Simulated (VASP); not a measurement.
**Mo: relaxation of cell and atoms with PBEsol-based global hybrid with 25 % exact exchange**

Mo:

```
CELL_PARAMETERS angstrom
-1.58381 1.58381 1.58381
1.58381 -1.58381 1.58381
1.58381 1.58381 -1.58381
ATOMIC_POSITIONS crystal
Mo 0.00000 0.00000 0.00000
```

* Program: VASP 6.6.1
* Task: relaxation of cell and atoms
* Functional: PBEsol-based global hybrid with 25 % exact exchange
* Potentials or basis: VASP PAW PBE potentials, release 64 (Mo_sv)
* Cutoff: 600 eV
* k mesh: 6 × 6 × 6
* Occupations: fermi-dirac, width 0.05 eV
* Spin: no spin polarisation
* Dipole correction: no
* Grid for exact exchange (PRECFOCK): Normal
* Share of exact exchange: 0.25
* Further INCAR settings: ALGO = Normal; EDIFF = 1e-06; IBRION = 2; EDIFFG = -0.01; NSW = 60; ISIF = 3

```yaml
Relaxed_volume: 15.09 Å³/atom
Relaxed_cell: a = 2.697 Å, b = 2.697 Å, c = 2.697 Å, α = 109.47°, β = 109.47°, γ = 109.47°
Space_group_after_relaxing_to_0.1_Å: Im-3m (No. 229)
Energy_gained_by_relaxing: 37.5 meV/atom
Ionic_steps: 5
Pressure_after_relaxing: 0.1 GPa
Band_gap_on_the_k_mesh: zero (bands 7 and 8 overlap by 7.50 eV)
```

Step by step:
```csv
step,energy change (eV),largest force (eV/Å),pressure (GPa),volume (Å³)
1,0.0000,0.0000,-14.39,15.89
2,0.4038,0.0000,71.68,12.83
3,-0.0373,0.0000,-1.09,15.15
4,-0.0375,0.0000,-0.28,15.11
5,-0.0375,0.0000,0.05,15.09
```

Final structure:
```xyz
1
Lattice="-1.5568 1.5568 1.5568 1.5568 -1.5568 1.5568 1.5568 1.5568 -1.5568" Properties=species:S:1:pos:R:3 pbc="T T T"
Mo    0.0000    0.0000    0.0000
```

Levels at points of the mesh, in eV from the Fermi level:
| k point | band 4 | band 5 | band 6 | band 7 | band 8 | band 9 | band 10 | band 11 |
| --- | --- | --- | --- | --- | --- | --- | --- | --- |
| (0.00, 0.00, 0.00) | -37.47 | -8.94 | -2.19 | -2.19 | -2.19 | 2.90 | 2.90 | 16.20 |
| (0.50, 0.00, 0.00) | -37.47 | -6.82 | -4.63 | 1.87 | 2.90 | 3.57 | 6.13 | 13.71 |
| (0.50, 0.50, 0.50) | -38.66 | -6.88 | -6.88 | 5.31 | 5.31 | 5.31 | 10.50 | 10.50 |

Wall time 65 min on 1 thread of AMD EPYC 7R13 Processor (Zen 3) (shared host), peak memory 0.13 GiB.

Caveat: the k points lie up to 0.48 Å⁻¹ apart in the final cell, too coarse for converged energies and pressures of a metal; the PAW data sets were made with another functional, which shifts forces and pressure a little.
